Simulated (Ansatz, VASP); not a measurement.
# AlN in VASP and in Ansatz

```
CELL_PARAMETERS angstrom
3.13021 0.00000 0.00000
-1.56510 2.71084 0.00000
0.07527 0.00000 5.01804
ATOMIC_POSITIONS crystal
Al 0.66586 0.33335 0.49925
Al 0.33251 0.66665 0.99925
N 0.66745 0.33327 0.88075
N 0.33418 0.66673 0.38075
```

Change from the starting cell: shear of c along a, cell held, atoms relaxed: +1.5 %.

Alike in both runs: functional PBE; k mesh 12 × 12 × 6; occupations gaussian, width 0.02 eV; no spin polarisation.

Ansatz relaxed the structure, and its values are those at the end. VASP's run is a single point on that final structure, the one shown.

|  | VASP | Ansatz |
| --- | --- | --- |
| version | VASP 6.6.1 | Ansatz 0.2.0 |
| potentials or method | VASP PAW PBE potentials, release 64 (Al, N), cutoff 520 eV | scalar-relativistic, plane waves, PAW |
| valence electrons in the cell | 16 | 16 |

```tsv
	VASP	Ansatz	Ansatz less VASP
gap on the k mesh at the Fermi level (eV)	4.03	4.02	-0.009
least direct gap on the mesh (eV)	4.03	4.02	-0.009
pressure (GPa)	-0.3	0.0	+0.26
```

Ansatz's warnings: stress scf threshold loose.
